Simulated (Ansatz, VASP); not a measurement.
**HfO2 in VASP and in Ansatz**

The input INCAR:

```
SYSTEM = HfO2
PREC = Accurate ; ENCUT = 520
EDIFF = 1E-6 ; ISMEAR = 0
SIGMA = 0.05 ; LREAL = .FALSE.
LASPH = .TRUE. ; NELM = 60
ALGO = Normal ; ISIF = 2
LWAVE = .FALSE. ; LCHARG = .FALSE.
GGA = PS ; NBANDS = 31
```

Contents of KPOINTS:

```
regular mesh
0
G
  6 6 8
  0 0 0
```

File POSCAR:

```
HfO2
1.0
    4.8307835077      0.0000000000      0.0000000000
    0.0000000000      4.8307835077      0.0000000000
    0.0000000000      0.0000000000      3.2101828971
Hf O
2 4
Direct
    0.0000000000      0.0000000000     -0.0619902374
    0.5000000000      0.5000000000      0.5619902374
    0.1761297406      0.7861640144      0.4765930888
    0.3238702594      0.2861640144      0.0234069112
    0.6761297406      0.7138359856      0.0234069112
    0.8238702594      0.2138359856      0.4765930888
```

Input for Ansatz:

```yaml
crystal:
  lattice:
    - [4.8307835077, 0.0, 0.0]
    - [0.0, 4.8307835077, 0.0]
    - [0.0, 0.0, 3.2101828971]
  atoms:
    - { symbol: Hf, position: [0.0, 0.0, -0.0619902374] }
    - { symbol: Hf, position: [0.5, 0.5, 0.5619902374] }
    - { symbol: O, position: [0.1761297406, 0.7861640144, 0.4765930888] }
    - { symbol: O, position: [0.3238702594, 0.2861640144, 0.0234069112] }
    - { symbol: O, position: [0.6761297406, 0.7138359856, 0.0234069112] }
    - { symbol: O, position: [0.8238702594, 0.2138359856, 0.4765930888] }
basis:
  ecutwfc: 520.0
kpoints:
  mp_grid: { grid: [6, 6, 8] }
hamiltonian:
  xc: pbesol
  pseudopotentials: { kind: paw, azcp: { folder: soft_1 } }
scf:
  occupations: { method: gaussian, width: 0.05 }
output:
  forces: true
  stress: true
  eigenvalues: true
```

Change from the starting cell: mode 4 frozen in at -0.199 Å and mode 5 at -0.129 Å (largest displacements).

Alike in both runs: task single point; functional PBEsol; k mesh 6 × 6 × 8; occupations gaussian, width 0.05 eV; no spin polarisation.

|  | VASP | Ansatz |
| --- | --- | --- |
| version | VASP 6.6.1 | Ansatz 0.2.0 |
| potentials or method | VASP PAW PBE potentials, release 64 (Hf_pv, O), cutoff 520 eV | scalar-relativistic, plane waves, PAW |
| valence electrons in the cell | 44 | 76 |

VASP gave:

- gap on the k mesh at the Fermi level (eV): 4.07
- least direct gap on the mesh (eV): 4.07
- pressure (GPa): -2.7
- traceless stress, the component that is largest in VASP (GPa): 0.78
- rms of the force components (eV/Å): 0.465

**Question.** What did Ansatz give for the same quantities?

**Answer.** gap on the k mesh at the Fermi level (eV): 4.13; least direct gap on the mesh (eV): 4.13; pressure (GPa): -0.1; traceless stress, the component that is largest in VASP (GPa): 1.21; rms of the force components (eV/Å): 0.460.

VASP's potentials were made for PBE, not for PBEsol, and Ansatz warns of the same on its side. Atom by atom the forces differ by 0.031 eV/Å (rms over components). With one functional, cell and mesh, what is left measures potentials, basis and numerics. VASP's potentials hold 44 valence electrons a cell and Ansatz's 76, so a difference there can come from the potentials and not from the codes.

Neither program's run includes spin-orbit coupling.
